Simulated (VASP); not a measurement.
Crystal: Bi.

```xyz
1
Lattice="3.2522 0.0000 0.0000 0.0000 3.2522 0.0000 0.0000 0.0000 3.2522" Properties=species:S:1:pos:R:3 pbc="T T T"
Bi    0.0000    0.0000    0.0000
```

```yaml
Program: VASP 6.6.1
Task: relaxation of cell and atoms
Functional: PBEsol
Potentials_or_basis: VASP PAW PBE potentials, release 64 (Bi_d)
Cutoff: 600 eV
k_mesh: 10 × 10 × 10
Occupations: fermi-dirac, width 0.1 eV
Spin: no spin polarisation
```

At the start: pressure -1.4 GPa; volume 34.40 Å³/atom.

Task: How do energy, volume and symmetry change on relaxing?

Result: Over 3 steps the energy falls by 4.3 meV/atom and the volume is 33.44 Å³/atom (-2.8 %); space group Pm-3m (No. 221, to 0.05 Å).

The path:
```
step  energy change (eV)  largest force (eV/Å)  pressure (GPa)  volume (Å³)
   1              0.0000                0.0000           -1.40        34.40
   2             -0.0030                0.0000            0.82        32.93
   3             -0.0043                0.0000            0.01        33.44
```

Final structure:
```
Bi
1.0
     3.22160    0.00000    0.00000
     0.00000    3.22160    0.00000
     0.00000    0.00000    3.22160
Bi
1
Direct
  0.00000 0.00000 0.00000
```

Caveat: the PAW data sets were made with another functional, which shifts forces and pressure a little.
